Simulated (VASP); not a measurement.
CoSi2, 3 atoms in the cell. It takes space group Fm-3m (No. 225, cubic). The conventional cell has a = 5.241 Å, b = 5.241 Å, c = 5.241 Å, α = 90.00°, β = 90.00°, γ = 90.00°. Co (site symmetry m-3m) has 8 Si at 2.27 Å within 3.0 Å. Si (site symmetry -43m) has 4 Co at 2.27 Å and 6 Si at 2.62 Å within 3.0 Å. 

```yaml
Program: VASP 6.6.1
Task: single point
Functional: PBEsol
Potentials_or_basis: VASP PAW PBE potentials, release 64 (Co, Si)
Cutoff: 520 eV
k_mesh: 14 × 14 × 14
Occupations: gaussian, width 0.15 eV
Spin: collinear spin, ferromagnetic start
Starting_moments: "[1.65, 0.0, 0.0] μB"
Fixed_moment: 1.65 μB
Dipole_correction: no
Further_INCAR_settings: ALGO = Normal; EDIFF = 1e-07; NBANDS = 20
```

Potentials or basis: VASP PAW PBE potentials, release 64 (Co, Si).

The run is started by

```sh
$ cat potpaw_PBE.64/Co/POTCAR potpaw_PBE.64/Si/POTCAR > POTCAR
$ mpirun -np 1 vasp_std > vasp.out
```

Hardware: 1 thread of Intel(R) Xeon(R) 6975P-C (Granite Rapids) (shared host).

Estimate the wall time of this run.

Run time: 90 s on 1 thread of Intel(R) Xeon(R) 6975P-C (Granite Rapids) (shared host), peak memory 0.24 GiB. Counts: scf iterations 16, k points 104.
